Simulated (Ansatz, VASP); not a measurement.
## Y: VASP beside Ansatz

The input INCAR:

```
SYSTEM = Y
PREC = Accurate
ENCUT = 520
EDIFF = 1E-6
ISMEAR = -1
SIGMA = 0.1
LREAL = .FALSE.
LASPH = .TRUE.
NELM = 60
ALGO = Normal
ISIF = 2
LWAVE = .FALSE.
LCHARG = .TRUE.
GGA = PS
LELF = .TRUE.
LVHAR = .TRUE.
NBANDS = 12
```

The input KPOINTS:

```
Automatic mesh
0
G
  11 11 11
  0 0 0
```

File POSCAR:

```
Y
1.0
    3.1579505421      0.0000000000      0.0000000000
    0.0000000000      3.1579505421      0.0000000000
    0.0000000000      0.0000000000      3.1579505421
Y
1
Direct
    0.0000000000      0.0000000000      0.0000000000
```

Input for Ansatz:

```yaml
crystal:
  lattice:
    - [3.1579505421, 0.0, 0.0]
    - [0.0, 3.1579505421, 0.0]
    - [0.0, 0.0, 3.1579505421]
  atoms:
    - { symbol: "Y", position: [0.0, 0.0, 0.0] }
hamiltonian:
  xc: pbesol
  pseudopotentials:
    kind: paw
    azcp:
      "Y": "pseudopotentials/Y.paw.azcp"
basis:
  ecutwfc: 420
  fft_grid_basis: typed
kpoints:
  mp_grid: { grid: [11, 11, 11], shift: [0, 0, 0] }
magnetization:
  spin_polarized: false
scf:
  occupations: { method: fermi_dirac, width: 0.1 }
  lower_state_search: "off"
output:
  stress: true
  write_density: true
  write_potential: true
  elf: true
  volumetric_format: npy
```

Alike in both runs: task single point; functional PBEsol; k mesh 11 × 11 × 11; occupations fermi-dirac, width 0.1 eV; no spin polarisation.

```csv
,VASP,Ansatz
version,VASP 6.6.1,Ansatz 0.2.0
potentials or method,"VASP PAW PBE potentials, release 64 (Y_sv), cutoff 520 eV","plane waves (420 eV) with PAW, scalar-relativistic"
valence electrons in the cell,11,11
```

Ansatz gave:

| Quantity | Value |
| --- | --- |
| pressure (GPa) | 1.2 |

**Question.** Estimate VASP's values.

**Answer.** Pressure (GPa): 1.1.

VASP's potentials were made for PBE, not for PBEsol, and Ansatz warns of the same on its side.
